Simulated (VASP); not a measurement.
# P in VASP: notebook

P is run at these levels: PBE; tasks: single point.

All numbers are computed with VASP 6.6.1; they aren't measurements. Logs are shortened: lines on timing, memory, paths and dates and some standing lists are left out, and cuts for length are marked.

**1. The cell of the first run**

The cell holds a sheet with vacuum, 3 atoms: a = 5.159 Å, b = 5.159 Å, c = 14.000 Å, α = 90.00°, β = 90.00°, γ = 103.81°.

The cell was generated, and may not be a known phase.

**2. Single point, PBE**

Contents of INCAR:

```
SYSTEM = P
PREC = Accurate
ENCUT = 520
EDIFF = 1E-6
ISMEAR = 0
SIGMA = 0.1
LREAL = .False.
LASPH = .True.
NELM = 100
ALGO = Normal
ISIF = 2
LWAVE = .False.
LCHARG = .False.
LDIPOL = .True.
IDIPOL = 3
DIPOL = 0.5 0.5 0.500
GGA = PE
NBANDS = 14
```

Contents of KPOINTS:

```
regular mesh
0
Gamma
  4 4 1
  0 0 0
```

Contents of POSCAR:

```
P
1.0
    5.1586040000      0.0000000000      0.0000000000
   -1.2314870000      5.0094540000      0.0000000000
    0.0000000000      0.0000000000     14.0000000000
P
3
Direct
    0.8013841800      0.8013841800      0.5000000000
    0.1986158200      0.1986158200      0.5000000000
    0.5000000000      0.5000000000      0.5000000000
```

Potentials or basis: VASP PAW PBE potentials, release 64 (P).

On the command line:

```sh
cat potpaw_PBE.64/P/POTCAR > POTCAR
mpirun -np 1 vasp_std > vasp.out
```

OUTCAR:

```text
SYSTEM = P
   PREC = Accurate
   ENCUT = 520
   EDIFF = 1E-6
   ISMEAR = 0
   LREAL = .False.
   LASPH = .True.
   NELM = 100
   ISIF = 2
   GGA = PE

 ion  position               nearest neighbor table
   1  0.801  0.801  0.500-   3 1.92   2 2.53
   2  0.199  0.199  0.500-   3 1.92   1 2.53
   3  0.500  0.500  0.500-   1 1.92   2 1.92

  LATTYP: Found a base centered orthorhombic cell.
 ALAT       =     6.3652868993
 B/A-ratio  =     1.2756061749
 C/A-ratio  =     2.1994295342

  Lattice vectors:

 A1 = (   5.1586040000,   0.0000000000,   0.0000000000)
 A2 = (  -1.2314870000,   5.0094540000,   0.0000000000)
 A3 = (   0.0000000000,   0.0000000000,  14.0000000000)

Analysis of symmetry for initial positions (statically):
=====================================================================
 Subroutine PRICEL returns:
 Original cell was already a primitive cell.

 Routine SETGRP: Setting up the symmetry group for a
 base centered orthorhombic supercell.

 Subroutine GETGRP returns: Found  8 space group operations
 (whereof  8 operations were pure point group operations)
 out of a pool of  8 trial point group operations.

The static configuration has the point symmetry D_2h.

Analysis of symmetry for dynamics (positions and initial velocities):
=====================================================================
 Subroutine PRICEL returns:
 Original cell was already a primitive cell.

 Routine SETGRP: Setting up the symmetry group for a
 base centered orthorhombic supercell.

 Subroutine GETGRP returns: Found  8 space group operations
 (whereof  8 operations were pure point group operations)
 out of a pool of  8 trial point group operations.

The dynamic configuration has the point symmetry D_2h.

 Subroutine INISYM returns: Found  8 space group operations
 (whereof  8 operations are pure point group operations),
 and found     1 'primitive' translations

----------------------------------------------------------------------------------------

                                     Primitive cell

  volume of cell :     361.7851

  direct lattice vectors                    reciprocal lattice vectors
     5.158604000  0.000000000  0.000000000     0.193850895  0.047654865  0.000000000
    -1.231487000  5.009454000  0.000000000     0.000000000  0.199622554  0.000000000
     0.000000000  0.000000000 14.000000000     0.000000000  0.000000000  0.071428571

  length of vectors
     5.158604000  5.158603455 14.000000000     0.199622533  0.199622554  0.071428571

  position of ions in fractional coordinates (direct lattice)
     0.801384180  0.801384180  0.500000000
     0.198615820  0.198615820  0.500000000
     0.500000000  0.500000000  0.500000000

  ion indices of the primitive-cell ions
   primitive index   ion index
                 1           1
                 2           2
                 3           3

----------------------------------------------------------------------------------------

 KPOINTS: regular mesh

Automatic generation of k-mesh.
 Grid dimensions read from file:
 generate k-points for:    4    4    1

 Generating k-lattice:

  Cartesian coordinates                     Fractional coordinates (reciprocal lattice)
     0.048462724  0.011913716  0.000000000     0.250000000  0.000000000  0.000000000
     0.000000000  0.049905638  0.000000000     0.000000000  0.250000000  0.000000000
     0.000000000  0.000000000  0.071428571     0.000000000  0.000000000  1.000000000

  Length of vectors
     0.049905633  0.049905638  0.071428571

  Shift w.r.t. Gamma in fractional coordinates (k-lattice)
     0.000000000  0.000000000  0.000000000

 Subroutine IBZKPT returns following result:
 ===========================================

 Found      7 irreducible k-points:

 Following reciprocal coordinates:
            Coordinates               Weight
  0.000000  0.000000  0.000000      1.000000
  0.250000 -0.000000  0.000000      4.000000
  0.500000 -0.000000  0.000000      2.000000
  0.250000  0.250000  0.000000      2.000000
  0.500000  0.250000  0.000000      4.000000
 -0.250000  0.250000  0.000000      2.000000
  0.500000  0.500000  0.000000      1.000000
   k-points           NKPTS =      7   k-points in BZ     NKDIM =      7   number of bands    NBANDS=     14
   number of dos      NEDOS =    301   number of ions     NIONS =      3
   total plane-waves  NPLWV = 172800
   dimension x,y,z NGX =    40 NGY =   40 NGZ =  108
   dimension x,y,z NGXF=    80 NGYF=   80 NGZF=  216
   ions per type =               3
   NGX,Y,Z   is equivalent  to a cutoff of  12.89, 12.89, 12.82 a.u.
   NGXF,Y,Z  is equivalent  to a cutoff of  25.78, 25.78, 25.65 a.u.
 SYSTEM =  P
   PREC   = accura    normal or accurate (medium, high low for compatibility)
   ISTART =      0    job   : 0-new  1-cont  2-samecut
   ICHARG =      2    charge: 1-file 2-atom 10-const
   ISPIN  =      1    spin polarized calculation?
   LNONCOLLINEAR =      F non collinear calculations
   LSORBIT =      F    spin-orbit coupling
   LASPH  =      T    aspherical Exc in radial PAW
   ENCUT  =  520.0 eV  38.22 Ry    6.18 a.u.   9.59  9.59 26.03*2*pi/ulx,y,z
   NELM   =    100;   NELMIN=  2; NELMDL= -5     # of ELM steps
   EDIFF  = 0.1E-05   stopping-criterion for ELM
   LREAL  =      F    real-space projection
   EDIFFG = 0.1E-04   stopping-criterion for IOM
   NSW    =      0    number of steps for IOM
   IBRION =     -1    ionic relax: 0-MD 1-quasi-New 2-CG
   NFREE  =      0    steps in history (QN), initial steepest desc. (CG)
   ISIF   =      2    stress and relaxation
   ISYM   =      2    0-nonsym 1-usesym 2-fastsym
   POTIM  = 0.5000    time-step for ionic-motion
   TEBEG  =    0.0;   TEEND  =   0.0 temperature during run
   PSTRESS=    0.0 pullay stress
   NELECT =      15.0000    total number of electrons
   NUPDOWN=      -1.0000    fix difference up-down
   EMIN   =  10.00;   EMAX   =-10.00  energy-range for DOS
   EFERMI =   0.00;   METHOD = LEGACY
   ISMEAR =     0;   SIGMA  =   0.10  broadening in eV -4-tet -1-fermi 0-gaus
   EFERMI_NEDOS =   21; number of points for ismear=-14 and -15
   IALGO  =     38    algorithm
   IMIX   =      4    mixing-type and parameters
     AMIX     =   0.40;   BMIX     =  1.00
     AMIX_MAG =   1.60;   BMIX_MAG =  1.00
  volume/ion in A,a.u.               =     120.60       813.82
  Fermi-wavevector in a.u.,A,eV,Ry     =   0.566615  1.070748  4.368191  0.321053
  Thomas-Fermi vector in A             =   1.605085
   LORBIT       =      0    0 simple, 1 ext, 2 COOP (PROOUT), +10 PAW based schemes
   GGA     = PE    functional components
   LHFCALC =     F    Hartree Fock is set to
   AEXX    =    0.0000 exact exchange contribution
   IVDW    =     0    specifies the selected vdW correction
   LEPSILON=     F    determine dielectric tensor
   LRPA    =     F    only Hartree local field effects (RPA)
 non-spin polarized calculation
 Gauss-broadening in eV      SIGMA  =   0.10
  energy-cutoff  :      520.00
  volume of cell :      361.79
 maximum number of plane-waves:      9773
 NGX is ok and might be reduce to    40
   NGX = 19   NGY = 19   NGZ = 53

 number of electron      14.9999998 magnetization

 dipolmoment           0.000000      0.000000      0.000000 electrons x Angstroem

 Free energy of the ion-electron system (eV)
  ---------------------------------------------------
  ext. energy  EPLUGINS =         0.00000000
  ---------------------------------------------------
  free energy    TOTEN  =       -12.50160188 eV

  energy without entropy =      -12.48967342  energy(sigma->0) =      -12.49563765

 E-fermi :  -3.9061     XC(G=0):  -2.5627

 val. band max:       -3.9523426820   @ k =   0.5000   0.2500   0.0000
 cond. band min:      -3.7677316463   @ k =   0.5000   0.5000   0.0000
 fundamental gap:      0.1846110357
 Fermi energy:        -3.9060769331

 k-point     1 :       0.0000    0.0000    0.0000
  band No.  band energies     occupation
      1     -16.8563      2.00000
      2     -13.7385      2.00000
      3     -11.3087      2.00000
      4      -6.7026      2.00000
      5      -5.9111      2.00000
      6      -4.3255      2.00000
      7      -4.2860      2.00000
      8      -3.5429      0.00000
      9      -2.6443      0.00000
     10      -2.0592      0.00000
     11      -1.6406      0.00000
     12       0.2350      0.00000
     13       1.6154      0.00000
     14       1.6821      0.00000

 k-point     2 :       0.2500   -0.0000    0.0000
  band No.  band energies     occupation
      1     -16.7292      2.00000
      2     -14.2744      2.00000
      3     -10.3776      2.00000
      4      -6.5275      2.00000
      5      -6.1254      2.00000
      6      -5.9951      2.00000
      7      -4.7062      2.00000
      8      -4.3077      2.00000
      9      -1.4962      0.00000
     10      -1.0512      0.00000
     11       0.0400      0.00000
     12       0.8610      0.00000
     13       1.9690      0.00000
     14       2.1822      0.00000

 k-point     3 :       0.5000   -0.0000    0.0000
  band No.  band energies     occupation
      1     -16.5683      2.00000
      2     -14.7175      2.00000
      3      -8.9646      2.00000
      4      -7.7982      2.00000
      5      -6.2804      2.00000
      6      -6.2727      2.00000
      7      -4.9560      2.00000
      8      -4.9010      2.00000
      9      -0.0972      0.00000
     10      -0.0654      0.00000
     11       1.1062      0.00000
     12       2.0096      0.00000
     13       2.5159      0.00000
     14       2.8023      0.00000

 k-point     4 :       0.2500    0.2500    0.0000
  band No.  band energies     occupation
      1     -16.5702      2.00000
      2     -14.7122      2.00000
      3      -8.9615      2.00000
      4      -7.7921      2.00000
      5      -6.5326      2.00000
      6      -6.2807      2.00000
      7      -4.8825      2.00000
      8      -4.5347      2.00000
      9      -0.1461      0.00000
     10      -0.0663      0.00000
     11       0.6444      0.00000
     12       2.2247      0.00000
     13       2.3956      0.00000
     14       2.4782      0.00000

 k-point     5 :       0.5000    0.2500    0.0000
  band No.  band energies     occupation
      1     -16.6549      2.00000
      2     -14.3511      2.00000
      3     -10.4633      2.00000
      4      -6.8733      2.00000
      5      -6.3843      2.00000
      6      -5.9611      2.00000
      7      -4.4444      2.00000
      8      -3.9523      1.48708
      9      -1.1788      0.00000
     10      -0.7528      0.00000
     11       0.0774      0.00000
     12       1.8708      0.00000
     13       1.9613      0.00000
     14       2.9989      0.00000

 k-point     6 :      -0.2500    0.2500    0.0000
  band No.  band energies     occupation
      1     -16.7925      2.00000
      2     -13.8090      2.00000
      3     -11.3749      2.00000
      4      -6.6105      2.00000
      5      -6.5885      2.00000
      6      -4.3739      2.00000
      7      -3.6591      0.00048
      8      -3.6392      0.00016
      9      -2.2452      0.00000
     10      -2.1694      0.00000
     11      -1.5217      0.00000
     12       1.0648      0.00000
     13       1.8450      0.00000
     14       2.6735      0.00000

 k-point     7 :       0.5000    0.5000    0.0000
  band No.  band energies     occupation
      1     -16.7266      2.00000
      2     -13.8769      2.00000
      3     -11.4311      2.00000
      4      -7.2158      2.00000
      5      -6.4666      2.00000
      6      -4.3397      2.00000
      7      -3.7677      0.05041
      8      -2.9525      0.00000
      9      -2.2619      0.00000
     10      -1.5099      0.00000
     11      -1.4695      0.00000
     12       1.4913      0.00000
     13       2.2126      0.00000
     14       3.3869      0.00000

------------------------ aborting loop because EDIFF is reached ----------------------------------------

 vacuum level on the upper side and lower side of the slab       (xc-potential included)        -0.094        -0.094

  FORCE on cell =-STRESS in cart. coord.  units (eV):
  Direction    XX          YY          ZZ          XY          YZ          ZX
  --------------------------------------------------------------------------------------
  -------------------------------------------------------------------------------------
  Total        4.0792227      6.7751517     -0.0114079      5.4832653      0.0000000      0.0000000
  in kB       18.0649754     30.0039881     -0.0505202     24.2828258      0.0000000      0.0000000
  external PRESSURE =      16.0061477 kB  Pullay stress =       0.0000000 kB

 VOLUME and BASIS-vectors are now :
 -----------------------------------------------------------------------------
  energy-cutoff  :      520.00
  volume of cell :      361.79
      direct lattice vectors                 reciprocal lattice vectors
     5.158604000  0.000000000  0.000000000     0.193850895  0.047654865  0.000000000
    -1.231487000  5.009454000  0.000000000     0.000000000  0.199622554  0.000000000
     0.000000000  0.000000000 14.000000000     0.000000000  0.000000000  0.071428571

 POSITION                                       TOTAL-FORCE (eV/Angst)
 -----------------------------------------------------------------------------------
      3.14713      4.01450      7.00000         1.077773      1.374814     -0.000000
      0.77999      0.99496      7.00000        -1.077773     -1.374814      0.000000
      1.96356      2.50473      7.00000        -0.000000     -0.000000      0.000000
 -----------------------------------------------------------------------------------
    total drift:                               -0.000000      0.000000     -0.000000

  FREE ENERGIE OF THE ION-ELECTRON SYSTEM (eV)
  ---------------------------------------------------
  free  energy   TOTEN  =       -12.5016018810 eV

  energy  without entropy=      -12.4896734154  energy(sigma->0) =      -12.49563765

 vacuum level on the upper side and lower side of the slab         1.637         1.637
```

Wall time 1.7 min (1 thread of Intel Xeon 8259CL, shared host); peak memory 0.4 GiB.

What came out:

- Free energy: -12.5016 eV
- Largest force: 1.747 eV/Å
- Band gap on the k mesh: zero (an odd number of electrons rules out a gap without spin polarisation)

Forces in eV/Å, atoms in the order of the input:
```
P    1.078  1.375  0.000
P   -1.078 -1.375  0.000
P    0.000  0.000  0.000
```

**3. Single point, PBE**

This run uses another cell than the first one.

Contents of INCAR:

```
SYSTEM = P
  PREC = Accurate
  ENCUT = 520
  EDIFF = 1E-7
  ISMEAR = 0
  SIGMA = 0.1
  LREAL = .FALSE.
  LASPH = .TRUE.
  NELM = 100
  ALGO = Normal
  ISIF = 2
  LWAVE = .FALSE.
  LCHARG = .TRUE.
  LDIPOL = .TRUE.
  IDIPOL = 3
  DIPOL = 0.5 0.5 0.294
  GGA = PE
  LELF = .TRUE.
  LVHAR = .TRUE.
  LVACPOTAV = .TRUE.
  NBANDS = 14
```

Contents of KPOINTS:

```
Automatic mesh
0
G
  4 4 1
  0 0 0
```

Contents of POSCAR:

```
P
1.0
    4.6426500102      2.1252355999      0.0000000000
    0.9554732319      5.0157647847      0.0000000000
    0.0000000000      0.0000000000     23.8000000000
P
3
Direct
    0.7237054892      0.7237054892      0.2941176471
    0.2762945108      0.2762945108      0.2941176471
    0.5000000000      0.5000000000      0.2941176471
```

Potentials or basis: VASP PAW PBE potentials, release 64 (P).

On the command line:

```sh
cat potpaw_PBE.64/P/POTCAR > POTCAR
mpirun -np 1 vasp_std > vasp.out
```

OUTCAR:

```text
SYSTEM = P
   PREC = Accurate
   ENCUT = 520
   EDIFF = 1E-7
   ISMEAR = 0
   LREAL = .FALSE.
   LASPH = .TRUE.
   NELM = 100
   ISIF = 2
   GGA = PE

 ion  position               nearest neighbor table
   1  0.724  0.724  0.294-   3 2.03   2 2.39   2 2.39
   2  0.276  0.276  0.294-   3 2.03   1 2.39   1 2.39
   3  0.500  0.500  0.294-   1 2.03   2 2.03

  LATTYP: Found a base centered orthorhombic cell.
 ALAT       =     4.6851287669
 B/A-ratio  =     1.9367122365
[... 304 lines left out ...]
  Direction    XX          YY          ZZ          XY          YZ          ZX
  --------------------------------------------------------------------------------------
  -------------------------------------------------------------------------------------
  Total       -0.1305766     -0.1892447     -0.0123519     -0.1193255      0.0000000      0.0000000
  in kB       -0.4135430     -0.5993483     -0.0391190     -0.3779102      0.0000000      0.0000000
  external PRESSURE =      -0.3506701 kB  Pullay stress =       0.0000000 kB

 VOLUME and BASIS-vectors are now :
 -----------------------------------------------------------------------------
  energy-cutoff  :      520.00
  volume of cell :      505.89
      direct lattice vectors                 reciprocal lattice vectors
     4.642650010  2.125235600  0.000000000     0.235971198 -0.044951104  0.000000000
     0.955473232  5.015764785  0.000000000    -0.099983634  0.218417676  0.000000000
     0.000000000  0.000000000 23.800000000     0.000000000  0.000000000  0.042016807

 POSITION                                       TOTAL-FORCE (eV/Angst)
 -----------------------------------------------------------------------------------
      4.05139      5.16798      7.00000        -0.043844     -0.055927      0.000000
      1.54673      1.97302      7.00000         0.043844      0.055927      0.000000
      2.79906      3.57050      7.00000         0.000000      0.000000     -0.000000
 -----------------------------------------------------------------------------------
    total drift:                               -0.000000     -0.000000     -0.000003

  FREE ENERGIE OF THE ION-ELECTRON SYSTEM (eV)
  ---------------------------------------------------
  free  energy   TOTEN  =       -13.8117131876 eV

  energy  without entropy=      -13.7975887513  energy(sigma->0) =      -13.80465097

 vacuum level on the upper side and lower side of the slab         1.241         1.241
```

Wall time 3.7 min (1 thread of Intel Xeon 8259CL, shared host); peak memory 0.59 GiB.

Results:

- Free energy: -13.8117 eV
- Largest force: 0.071 eV/Å
- Band gap on the k mesh: zero (an odd number of electrons rules out a gap without spin polarisation)
- Work function of the upper face: 5.15 eV
- Work function of the lower face: 5.15 eV

Forces in eV/Å, atoms in the order of the input:
```
P   -0.044 -0.056  0.000
P    0.044  0.056  0.000
P    0.000  0.000  0.000
```

Caveat: the k points lie up to 0.38 Å⁻¹ apart, too coarse for converged energies and pressures of a metal.

The gap in the log of VASP goes by the Fermi energy; the results here count the filled bands.